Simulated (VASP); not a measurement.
A run of VASP 6.6.1 is set up as follows.

Contents of INCAR:

```
PREC = Accurate ; ENCUT = 520
EDIFF = 1E-6 ; ISMEAR = 0
SIGMA = 0.01 ; LREAL = F
LASPH = T ; NELM = 60
ALGO = Normal ; ISIF = 2
LWAVE = F ; LCHARG = F
GGA = PE ; NBANDS = 32
```

The input KPOINTS:

```
regular mesh
0
Gamma
  6 6 6
```

POSCAR

```
Bi2Se3
1.0
    2.0711835755      1.1957983949      9.7543162122
   -2.0711835755      1.1957983949      9.7543162122
    0.0000000000     -2.3915967897      9.7543162122
Bi Se
2 3
Direct
    0.3993442180      0.3993442180      0.3993442180
    0.6006557820      0.6006557820      0.6006557820
    0.2141197028      0.2141197028      0.2141197028
    0.7858802972      0.7858802972      0.7858802972
    0.0000000000      0.0000000000      0.0000000000
```

Potentials or basis: VASP PAW PBE potentials, release 64 (Bi_d, Se).

Launch:

```sh
$ cat potpaw_PBE.64/Bi_d/POTCAR potpaw_PBE.64/Se/POTCAR > POTCAR
$ mpirun -np 1 vasp_std > vasp.out
```

(1) Estimate the largest force.

(2) Estimate the band gap on the k mesh.

Results:

(1) 0.197 eV/Å.

(2) 0.35 eV.

Caveat: spin-orbit coupling is left out, which moves the levels of the heavy elements.
